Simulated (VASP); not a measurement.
Input of a VASP 6.6.1 run:

File INCAR:

```
SYSTEM = In2O3
PREC     = Accurate       ! precision mode
ENCUT    = 520            ! plane-wave cutoff, eV
EDIFF    = 1E-6           ! SCF threshold, eV
ISMEAR   = 0              ! smearing method
SIGMA    = 0.1            ! smearing width, eV
LREAL    = .FALSE.        ! projectors in reciprocal space
LASPH    = .TRUE.         ! aspherical terms in the spheres
NELM     = 100            ! most SCF steps
ALGO     = Normal         ! electronic algorithm
ISIF     = 2              ! what is computed and relaxed
LWAVE    = .FALSE.        ! write WAVECAR
LCHARG   = .FALSE.        ! write CHGCAR
GGA      = PE             ! functional
NBANDS   = 55             ! bands
```

File KPOINTS:

```
Automatic mesh
0
G
  6 6 6
  0 0 0
```

Contents of POSCAR:

```
In2O3
1.0
    2.7434997400      1.5839603100      4.8366699200
   -2.7434997400      1.5839603100      4.8366699200
    0.0000000000     -3.1679206200      4.8366699200
In O
4 6
Direct
    0.3573100000      0.3573100000      0.3573100000
    0.1426900000      0.1426900000      0.1426900000
    0.6426900000      0.6426900000      0.6426900000
    0.8573100000      0.8573100000      0.8573100000
    0.5479999800      0.9520000200      0.2500000000
    0.2500000000      0.5479999800      0.9520000200
    0.9520000200      0.2500000000      0.5479999800
    0.4520000200      0.0479999800      0.7500000000
    0.7500000000      0.4520000200      0.0479999800
    0.0479999800      0.7500000000      0.4520000200
```

Potentials or basis: VASP PAW PBE potentials, release 64 (In_d, O).

Command:

```bash
$ cat potpaw_PBE.64/In_d/POTCAR potpaw_PBE.64/O/POTCAR > POTCAR
$ mpirun -np 1 vasp_std > vasp.out
```

Question: What does it give for the largest force?

Answer: 0.139 eV/Å.

Question: What does it give for the band gap on the k mesh?

Answer: 1.30 eV (least direct gap 1.34 eV).

Question: What does it give for the pressure?

Answer: 9.0 GPa.

Stress tensor (GPa, compression positive):
```
9.49 0.00 0.00
0.00 9.49 0.00
0.00 0.00 7.90
```

Caveat: the cell stands under pressure; spin-orbit coupling is left out, which moves the levels of the heavy elements. PBE gaps usually lie below the measured ones, often by a third to a half.
